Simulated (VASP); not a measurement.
# Sn in VASP: relaxation of the atoms with PBEsol

Aim: the relaxation of the atoms of Sn with PBEsol.

Program: VASP 6.6.1. These are calculated values, not measurements. Logs are shortened: lines on timing, memory, paths and dates and some standing lists are left out, and cuts for length are marked.

## 1. The cell of the first run

The cell holds a slab with vacuum, 6 atoms: a = 4.626 Å, b = 4.626 Å, c = 25.498 Å, α = 90.00°, β = 90.00°, γ = 120.00°.

## 2. Relaxation of the atoms, PBEsol

Contents of INCAR:

```
SYSTEM = Sn
PREC     = Accurate       ! precision mode
ENCUT    = 520            ! plane-wave cutoff, eV
EDIFF    = 1E-7           ! SCF threshold, eV
ISMEAR   = 0              ! smearing method
SIGMA    = 0.1            ! smearing width, eV
LREAL    = .FALSE.        ! projectors in reciprocal space
LASPH    = .TRUE.         ! aspherical terms in the spheres
NELM     = 80             ! most SCF steps
ALGO     = Normal         ! electronic algorithm
ISIF     = 2              ! what is computed and relaxed
LWAVE    = .FALSE.        ! write WAVECAR
LCHARG   = .FALSE.        ! write CHGCAR
LDIPOL   = .TRUE.       
IDIPOL   = 3            
DIPOL    = 0.5 0.5 0.500
GGA      = PS             ! functional
IBRION   = 2              ! ionic algorithm
NSW      = 90             ! ionic steps
EDIFFG   = -0.03          ! ionic threshold
KPAR     = 4
```

Contents of KPOINTS:

```
regular mesh
0
G
  9 9 1
  0 0 0
```

Contents of POSCAR:

```
Sn
1.0
    4.6255803525      0.0000000000      0.0000000000
   -2.3127901763      4.0058700925      0.0000000000
    0.0000000000      0.0000000000     25.4977337210
Sn
6
Selective dynamics
Direct
    0.3333333333      0.6666666667      0.3333629605  F F F
    0.0000000000      0.0000000000      0.3703934137  F F F
    0.0000000000      0.0000000000      0.4814847734  F F F
    0.6666666667      0.3333333333      0.5185152266  T T T
    0.6666666667      0.3333333333      0.6296065863  T T T
    0.3333333333      0.6666666667      0.6666370395  T T T
```

Potentials or basis: VASP PAW PBE potentials, release 64 (Sn_d).

Started as:

```sh
cat potpaw_PBE.64/Sn_d/POTCAR > POTCAR
mpirun -np 4 vasp_std > vasp.out
```

OUTCAR:

```text
SYSTEM = Sn
   PREC = Accurate
   ENCUT = 520
   EDIFF = 1E-7
   ISMEAR = 0
   LREAL = .FALSE.
   LASPH = .TRUE.
   NELM = 80
   ISIF = 2
   GGA = PS
   IBRION = 2
   NSW = 90
   EDIFFG = -0.03

 ion  position               nearest neighbor table
   1  0.333  0.667  0.333-   2 2.83   2 2.83   2 2.83
   2  0.000  0.000  0.370-   1 2.83   1 2.83   1 2.83   3 2.83
   3  0.000  0.000  0.481-   4 2.83   4 2.83   4 2.83   2 2.83
   4  0.667  0.333  0.519-   3 2.83   3 2.83   3 2.83   5 2.83
   5  0.667  0.333  0.630-   6 2.83   6 2.83   6 2.83   4 2.83
   6  0.333  0.667  0.667-   5 2.83   5 2.83   5 2.83

  LATTYP: Found a hexagonal cell.
 ALAT       =     4.6255803525
 C/A-ratio  =     5.5123318109

  Lattice vectors:

 A1 = (   4.6255803525,   0.0000000000,   0.0000000000)
 A2 = (  -2.3127901763,   4.0058700925,   0.0000000000)
 A3 = (   0.0000000000,   0.0000000000,  25.4977337210)

Analysis of symmetry for initial positions (statically):
=====================================================================
 Subroutine PRICEL returns:
 Original cell was already a primitive cell.

 Routine SETGRP: Setting up the symmetry group for a
 hexagonal supercell.

 Subroutine GETGRP returns: Found 12 space group operations
 (whereof  6 operations were pure point group operations)
 out of a pool of 24 trial point group operations.

The static configuration has the point symmetry C_3v.
 The point group associated with its full space group is D_3d.

Analysis of symmetry for dynamics (positions and initial velocities):
=====================================================================
 Subroutine PRICEL returns:
 Original cell was already a primitive cell.

 Routine SETGRP: Setting up the symmetry group for a
 hexagonal supercell.

 Subroutine GETGRP returns: Found 12 space group operations
 (whereof  6 operations were pure point group operations)
 out of a pool of 24 trial point group operations.

The dynamic configuration has the point symmetry C_3v.
 The point group associated with its full space group is D_3d.

Analysis of constrained symmetry for selective dynamics:
=====================================================================
 Subroutine PRICEL returns:
 Original cell was already a primitive cell.

 Routine SETGRP: Setting up the symmetry group for a
 hexagonal supercell.

 Subroutine GETGRP returns: Found  6 space group operations
 (whereof  6 operations were pure point group operations)
 out of a pool of 24 trial point group operations.

The constrained configuration has the point symmetry C_3v.

 Subroutine INISYM returns: Found  6 space group operations
 (whereof  6 operations are pure point group operations),
 and found     1 'primitive' translations

----------------------------------------------------------------------------------------

                                     Primitive cell

  volume of cell :     472.4596

  direct lattice vectors                    reciprocal lattice vectors
     4.625580353  0.000000000  0.000000000     0.216189088  0.124816828  0.000000000
    -2.312790176  4.005870093  0.000000000     0.000000000  0.249633657  0.000000000
     0.000000000  0.000000000 25.497733721     0.000000000  0.000000000  0.039219172

  length of vectors
     4.625580353  4.625580353 25.497733721     0.249633657  0.249633657  0.039219172

  position of ions in fractional coordinates (direct lattice)
     0.333333333  0.666666667  0.333362960
     0.000000000  0.000000000  0.370393414
     0.000000000  0.000000000  0.481484773
     0.666666667  0.333333333  0.518515227
     0.666666667  0.333333333  0.629606586
     0.333333333  0.666666667  0.666637040

  ion indices of the primitive-cell ions
   primitive index   ion index
                 1           1
                 2           2
                 3           3
                 4           4
                 5           5
                 6           6

----------------------------------------------------------------------------------------

 KPOINTS: regular mesh

Automatic generation of k-mesh.
 Grid dimensions read from file:
 generate k-points for:    9    9    1

 Generating k-lattice:

  Cartesian coordinates                     Fractional coordinates (reciprocal lattice)
     0.024021010  0.013868536  0.000000000     0.111111111  0.000000000  0.000000000
     0.000000000  0.027737073  0.000000000     0.000000000  0.111111111  0.000000000
     0.000000000  0.000000000  0.039219172     0.000000000  0.000000000  1.000000000

  Length of vectors
     0.027737073  0.027737073  0.039219172

  Shift w.r.t. Gamma in fractional coordinates (k-lattice)
     0.000000000  0.000000000  0.000000000

 Subroutine IBZKPT returns following result:
 ===========================================

 Found     12 irreducible k-points:

 Following reciprocal coordinates:
            Coordinates               Weight
  0.000000  0.000000  0.000000      1.000000
  0.111111  0.000000  0.000000      6.000000
  0.222222  0.000000  0.000000      6.000000
  0.333333  0.000000  0.000000      6.000000
  0.444444  0.000000  0.000000      6.000000
  0.111111  0.111111  0.000000      6.000000
  0.222222  0.111111  0.000000     12.000000
  0.333333  0.111111  0.000000     12.000000
  0.444444  0.111111  0.000000      6.000000
  0.222222  0.222222  0.000000      6.000000
  0.333333  0.222222  0.000000     12.000000
  0.333333  0.333333  0.000000      2.000000
   k-points           NKPTS =     12   k-points in BZ     NKDIM =     12   number of bands    NBANDS=     50
   number of dos      NEDOS =    301   number of ions     NIONS =      6
   total plane-waves  NPLWV = 248832
   dimension x,y,z NGX =    36 NGY =   36 NGZ =  192
   dimension x,y,z NGXF=    72 NGYF=   72 NGZF=  384
   ions per type =               6
   NGX,Y,Z   is equivalent  to a cutoff of  12.94, 12.94, 12.52 a.u.
   NGXF,Y,Z  is equivalent  to a cutoff of  25.88, 25.88, 25.04 a.u.
 SYSTEM =  Sn
   PREC   = accura    normal or accurate (medium, high low for compatibility)
   ISTART =      0    job   : 0-new  1-cont  2-samecut
   ICHARG =      2    charge: 1-file 2-atom 10-const
   ISPIN  =      1    spin polarized calculation?
   LNONCOLLINEAR =      F non collinear calculations
   LSORBIT =      F    spin-orbit coupling
   LASPH  =      T    aspherical Exc in radial PAW
   ENCUT  =  520.0 eV  38.22 Ry    6.18 a.u.   8.60  8.60 47.41*2*pi/ulx,y,z
   NELM   =     80;   NELMIN=  2; NELMDL= -5     # of ELM steps
   EDIFF  = 0.1E-06   stopping-criterion for ELM
   LREAL  =      F    real-space projection
   EDIFFG = -.3E-01   stopping-criterion for IOM
   NSW    =     90    number of steps for IOM
   IBRION =      2    ionic relax: 0-MD 1-quasi-New 2-CG
   NFREE  =      1    steps in history (QN), initial steepest desc. (CG)
   ISIF   =      2    stress and relaxation
   ISYM   =      2    0-nonsym 1-usesym 2-fastsym
   POTIM  = 0.5000    time-step for ionic-motion
   TEBEG  =    0.0;   TEEND  =   0.0 temperature during run
   PSTRESS=    0.0 pullay stress
   NELECT =      84.0000    total number of electrons
   NUPDOWN=      -1.0000    fix difference up-down
   EMIN   =  10.00;   EMAX   =-10.00  energy-range for DOS
   EFERMI =   0.00;   METHOD = LEGACY
   ISMEAR =     0;   SIGMA  =   0.10  broadening in eV -4-tet -1-fermi 0-gaus
   EFERMI_NEDOS =   21; number of points for ismear=-14 and -15
   IALGO  =     38    algorithm
   IMIX   =      4    mixing-type and parameters
     AMIX     =   0.40;   BMIX     =  1.00
     AMIX_MAG =   1.60;   BMIX_MAG =  1.00
  volume/ion in A,a.u.               =      78.74       531.39
  Fermi-wavevector in a.u.,A,eV,Ry     =   0.920548  1.739583 11.529691  0.847408
  Thomas-Fermi vector in A             =   2.045866
   LORBIT       =      0    0 simple, 1 ext, 2 COOP (PROOUT), +10 PAW based schemes
   GGA     = PS    functional components
   LHFCALC =     F    Hartree Fock is set to
   AEXX    =    0.0000 exact exchange contribution
   IVDW    =     0    specifies the selected vdW correction
   LEPSILON=     F    determine dielectric tensor
   LRPA    =     F    only Hartree local field effects (RPA)
 conjugate gradient relaxation of ions
 non-spin polarized calculation
 Gauss-broadening in eV      SIGMA  =   0.10
  energy-cutoff  :      520.00
  volume of cell :      472.46
 maximum number of plane-waves:     12765
 NGX is ok and might be reduce to    36
   NGX = 17   NGY = 17   NGZ = 95

--------------------------------------- Ionic step        1  -------------------------------------------

 number of electron      83.9999990 magnetization

 Free energy of the ion-electron system (eV)
  ---------------------------------------------------
  ext. energy  EPLUGINS =         0.00000000
  ---------------------------------------------------
  free energy    TOTEN  =       -23.72449818 eV

  energy without entropy =      -23.70084584  energy(sigma->0) =      -23.71267201

------------------------ aborting loop because EDIFF is reached ----------------------------------------

  FORCE on cell =-STRESS in cart. coord.  units (eV):
  Direction    XX          YY          ZZ          XY          YZ          ZX
  --------------------------------------------------------------------------------------
  -------------------------------------------------------------------------------------
  Total       -0.5092967     -0.5092967      1.2290890      0.0000000     -0.0000000      0.0000000
  in kB       -1.7270971     -1.7270971      4.1680148      0.0000000     -0.0000000      0.0000000
  external PRESSURE =       0.2379402 kB  Pullay stress =       0.0000000 kB
[... 61 lines left out ...]
  FREE ENERGIE OF THE ION-ELECTRON SYSTEM (eV)
  ---------------------------------------------------
  free  energy   TOTEN  =       -23.7278162588 eV

  energy  without entropy=      -23.7044900802  energy(sigma->0) =      -23.71615317

 dipolmoment           0.000000      0.000000      0.006011 electrons x Angstroem

--------------------------------------- Ionic step        3  -------------------------------------------

 number of electron      83.9999990 magnetization

 dipolmoment           0.000000      0.000000     -0.002337 electrons x Angstroem

 Free energy of the ion-electron system (eV)
  ---------------------------------------------------
  ext. energy  EPLUGINS =         0.00000000
  ---------------------------------------------------
  free energy    TOTEN  =       -23.72933991 eV

  energy without entropy =      -23.70653851  energy(sigma->0) =      -23.71793921

 E-fermi :  -0.2510     XC(G=0):  -4.4859

 val. band max:       -0.2823121265   @ k =   0.1111   0.0000   0.0000
 cond. band min:      -0.2284443175   @ k =   0.3333   0.2222   0.0000
 fundamental gap:      0.0538678090
 Fermi energy:        -0.2509782138

 k-point     1 :       0.0000    0.0000    0.0000
  band No.  band energies     occupation
      1     -21.6578      2.00000
      2     -21.6578      2.00000
      3     -21.6101      2.00000
      4     -21.5813      2.00000
      5     -21.5668      2.00000
      6     -21.5668      2.00000
[... 625 lines left out ...]
     49       4.6161      0.00000
     50       4.6439      0.00000

------------------------ aborting loop because EDIFF is reached ----------------------------------------

 vacuum level on the upper side and lower side of the slab       (xc-potential included)        -0.103        -0.082

  FORCE on cell =-STRESS in cart. coord.  units (eV):
  Direction    XX          YY          ZZ          XY          YZ          ZX
  --------------------------------------------------------------------------------------
  -------------------------------------------------------------------------------------
  Total       -0.3234257     -0.3234257      0.8804637      0.0000000      0.0000000     -0.0000000
  in kB       -1.0967825     -1.0967825      2.9857768      0.0000000      0.0000000     -0.0000000
  external PRESSURE =       0.2640706 kB  Pullay stress =       0.0000000 kB
[... 21 lines left out ...]
  FREE ENERGIE OF THE ION-ELECTRON SYSTEM (eV)
  ---------------------------------------------------
  free  energy   TOTEN  =       -23.7293399142 eV

  energy  without entropy=      -23.7065385123  energy(sigma->0) =      -23.71793921

 reached required accuracy - stopping structural energy minimisation

 vacuum level on the upper side and lower side of the slab         4.074         4.096
```

Wall time 3.4 min (4 MPI ranks of Intel Xeon 6975P-C (Granite Rapids), shared host); peak memory 0.71 GiB.

Results:

| Quantity | Value |
| --- | --- |
| Free energy | -23.7293 eV |
| Energy gained by relaxing | 0.8 meV/atom |
| Ionic steps | 3 |
| Band gap on the k mesh | zero (bands 42 and 43 overlap by 0.14 eV) |

Step by step:
```tsv
step	energy change (eV)	largest force on free atoms (eV/Å)	pressure (GPa)
1	0.0000	0.2331	0.02
2	-0.0033	0.1385	0.02
3	-0.0048	0.0297	0.03
```

Final structure:
```xyz
6
Lattice="4.6256 0.0000 0.0000 -2.3128 4.0059 0.0000 0.0000 0.0000 25.4977" Properties=species:S:1:pos:R:3 pbc="T T T"
Sn    0.0000    2.6706    8.5000
Sn    0.0000    0.0000    9.4442
Sn    0.0000    0.0000   12.2768
Sn    2.3128    1.3353   13.2011
Sn    2.3128    1.3353   16.0785
Sn    0.0000    2.6706   16.9970
```

Caveat: the PAW data sets were made with another functional, which shifts forces and pressure a little; spin-orbit coupling is left out, which moves the levels of the heavy elements.

The gap in the log of VASP goes by the Fermi energy; the results here count the filled bands.